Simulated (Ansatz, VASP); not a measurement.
**MnO in VASP and in Ansatz**

Contents of POSCAR:

```
MnO
1.0
    0.0000000000      2.4365134300      2.4365134300
    2.4365134300      0.0000000000      2.4365134300
    2.4365134300      2.4365134300      0.0000000000
Mn O
1 1
Direct
    0.0000000000      0.0000000000      0.0000000000
    0.2500000000      0.2500000000      0.2500000000
```

File INCAR.step1:

```
PREC = Accurate ; ENCUT = 520
EDIFF = 1E-5 ; ISMEAR = -1
SIGMA = 0.05 ; LREAL = False
LASPH = True ; NELM = 150
ALGO = Normal ; ISIF = 2
LWAVE = True ; LCHARG = False
ISPIN = 2 ; MAGMOM = 4 0
LORBIT = 11 ; LMAXMIX = 4
NBANDS = 20 ; GGA = PE
```

INCAR.step2

```
PREC = Accurate ; ENCUT = 520
EDIFF = 1E-7 ; ISMEAR = -1
SIGMA = 0.05 ; LREAL = False
LASPH = True ; NELM = 150
ALGO = Normal ; ISIF = 2
LWAVE = False ; LCHARG = False
ISPIN = 2 ; MAGMOM = 4 0
LORBIT = 11 ; LMAXMIX = 4
METAGGA = R2SCAN ; LHFCALC = True
AEXX = 0.25 ; LMIXTAU = True
PRECFOCK = Normal ; NBANDS = 20
ISTART = 1
```

File KPOINTS:

```
Automatic mesh
0
Gamma
  5 5 5
```

input

```
crystal:
  lattice:
    - [0.0, 2.43651343, 2.43651343]
    - [2.43651343, 0.0, 2.43651343]
    - [2.43651343, 2.43651343, 0.0]
  atoms:
    - { symbol: Mn, position: [0.0, 0.0, 0.0], spin: 4.0 }
    - { symbol: O, position: [0.25, 0.25, 0.25] }
hamiltonian:
  xc: r2scan0
  pseudopotentials: { kind: paw }
magnetization:
  spin_polarized: true
kpoints:
  mp_grid: { grid: [5, 5, 5] }
scf:
  occupations: { method: fermi_dirac, width: 0.05 }
output:
  forces: true
  stress: true
  eigenvalues: true
  write_density: true
  write_potential: true
  elf: true
  volumetric_format: npy
```

Alike in both runs: task single point; functional r2SCAN0; k mesh 5 × 5 × 5; occupations fermi-dirac, width 0.05 eV; collinear spin.

|  | VASP | Ansatz |
| --- | --- | --- |
| version | VASP 6.6.1 | Ansatz 0.2.0 |
| potentials or method | VASP PAW PBE potentials, release 64 (Mn_pv, O) | Ansatz PAW |
| plane-wave cutoff (eV) | 520 | 500 |
| valence electrons in the cell | 19 | 21 |

Ansatz gave:

```
gap on the k mesh at the Fermi level (eV)                     : 1.47
least direct gap on the mesh (eV)                             : 1.47
pressure (GPa)                                                : -7.4
net moment per atom (μB)                                      : 2.50
size of the moment on the site where the two differ most (μB) : 4.20
```

**Question.** What did VASP give for the same quantities?

**Answer.** gap on the k mesh at the Fermi level (eV): 1.49; least direct gap on the mesh (eV): 1.49; pressure (GPa): -7.0; net moment per atom (μB): 2.50; size of the moment on the site where the two differ most (μB): 4.59.

VASP's potentials were made for PBE, not for r2SCAN0. Site moments also hang on the region over which each program counts them. VASP's potentials hold 19 valence electrons a cell and Ansatz's 21, so a difference there can come from the potentials and not from the codes.

The k mesh is coarse, so the values compare programs but aren't converged. Noted on Ansatz's run: the magnetic or orbital state may not be the lowest; odd divisions of the mesh miss points on the zone boundary, where band edges often lie, so the gap on the mesh can be too wide.
